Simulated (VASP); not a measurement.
A run of VASP 6.6.1 is set up as follows.

File POSCAR:

```
CdS
1.0
    0.0000000000      2.7267765431      2.7267765431
    2.7267765431      0.0000000000      2.7267765431
    2.7267765431      2.7267765431      0.0000000000
Cd S
1 1
Direct
    0.0000000000      0.0000000000      0.0000000000
    0.5000000000      0.5000000000      0.5000000000
```

Contents of INCAR.step1:

```
PREC = Accurate
ENCUT = 520
EDIFF = 1E-5
ISMEAR = 0
SIGMA = 0.01
LREAL = F
LASPH = T
NELM = 80
ALGO = Normal
ISIF = 2
LWAVE = T
LCHARG = F
GGA = PE
NBANDS = 16
```

INCAR.step2

```
PREC = Accurate
ENCUT = 520
EDIFF = 1E-6
ISMEAR = 0
SIGMA = 0.01
LREAL = F
LASPH = T
NELM = 80
ALGO = Normal
ISIF = 2
LWAVE = F
LCHARG = F
GGA = PE
LHFCALC = T
AEXX = 0.75
HFSCREEN = 0.5
PRECFOCK = Normal
ISTART = 1
NBANDS = 16
```

KPOINTS

```
Automatic mesh
0
Gamma
  4 4 4
```

Potentials or basis: VASP PAW PBE potentials, release 64 (Cd, S).

Run with:

```console
$ cat potpaw_PBE.64/Cd/POTCAR potpaw_PBE.64/S/POTCAR > POTCAR
$ cp INCAR.step1 INCAR
$ mpirun -np 1 vasp_std > vasp.out
$ cp INCAR.step2 INCAR
$ mpirun -np 1 vasp_std > vasp.out
```

**Question.** What does it give for the band gap on the k mesh?

**Answer.** 1.96 eV, indirect (least direct gap 3.45 eV).

**Question.** Predict the pressure.

**Answer.** -0.2 GPa.

Caveat: the k points lie up to 0.50 Å⁻¹ apart; the PAW data sets were made with another functional, which shifts forces and pressure a little. A k mesh can miss the band edges.
